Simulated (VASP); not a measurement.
Wanted: the native input for a VASP 6.6.1 run.

| Item | Value |
| --- | --- |
| Task | single point |
| Functional | PBE |
| Potentials or basis | VASP PAW PBE potentials, release 64 (Fe, Pb_d, O) |
| Cutoff | 600 eV |
| k mesh | 8 × 8 × 6 |
| Occupations | gaussian, width 0.1 eV |
| Spin | collinear spin, ferromagnetic start |
| Starting moments | [3.78, 2.95, 2.95, 0.0, 0.2, 0.2, 0.2, 0.2] μB |
| Dipole correction | no |
| Further INCAR settings | ALGO = Normal; EDIFF = 1e-06; NBANDS = 45 |

The structure of Fe3PbO4 lies in POSCAR:

```
Fe3PbO4
1.0
    3.7133399150      0.0000000000      0.0000000000
    0.0000000000      3.7133399150      0.0000000000
    0.0000000000      0.0000000000      6.2311335649
Fe Pb O
3 1 4
Direct
    0.0000000000      0.0000000000      0.0000000000
    0.5000000000      0.5000000000      0.8061070516
    0.5000000000      0.5000000000      0.1938929484
    0.0000000000      0.0000000000      0.5000000000
    0.0000000000      0.5000000000      0.7869991381
    0.5000000000      0.0000000000      0.7869991381
    0.0000000000      0.5000000000      0.2130008619
    0.5000000000      0.0000000000      0.2130008619
```

One way to write it, as run:

INCAR

```
SYSTEM = Fe3PbO4
PREC = Accurate ; ENCUT = 600
EDIFF = 1E-6 ; ISMEAR = 0
SIGMA = 0.1 ; LREAL = .False.
LASPH = .True. ; NELM = 200
ALGO = Normal ; ISIF = 2
LWAVE = .False. ; LCHARG = .True.
ISPIN = 2 ; MAGMOM = 3.78 2.95 2.95 0 0.2 0.2 0.2 0.2
LORBIT = 11 ; LMAXMIX = 4
GGA = PE ; LELF = .True.
LVHAR = .True. ; NBANDS = 45
GGA_COMPAT = .False.
```

KPOINTS

```
regular mesh
0
Gamma
  8 8 6
  0 0 0
```

Potentials or basis: VASP PAW PBE potentials, release 64 (Fe, Pb_d, O).

The run is started by

```console
$ cat potpaw_PBE.64/Fe/POTCAR potpaw_PBE.64/Pb_d/POTCAR potpaw_PBE.64/O/POTCAR > POTCAR
$ mpirun -np 1 vasp_std > vasp.out
```

Results of the run:

| Property | Result |
| --- | --- |
| Pressure | 20.5 GPa |
| Largest force | 0.030 eV/Å |
| Net moment | 9.52 μB per cell |
| Site moments | Fe +3.47, +2.58 (each value once); Pb +0.00; O +0.18 μB |
| Valence electrons inside the program's atomic spheres | Fe 6.70, 7.40 (each value once); Pb 11.89; O 5.03 |

Caveat: the cell stands under pressure; only a ferromagnetic start was run, and an antiferromagnetic order may lie lower in energy.

Wall time 33 min on 1 thread of Intel Xeon 8259CL, with other jobs on the host, peak memory 0.54 GiB.
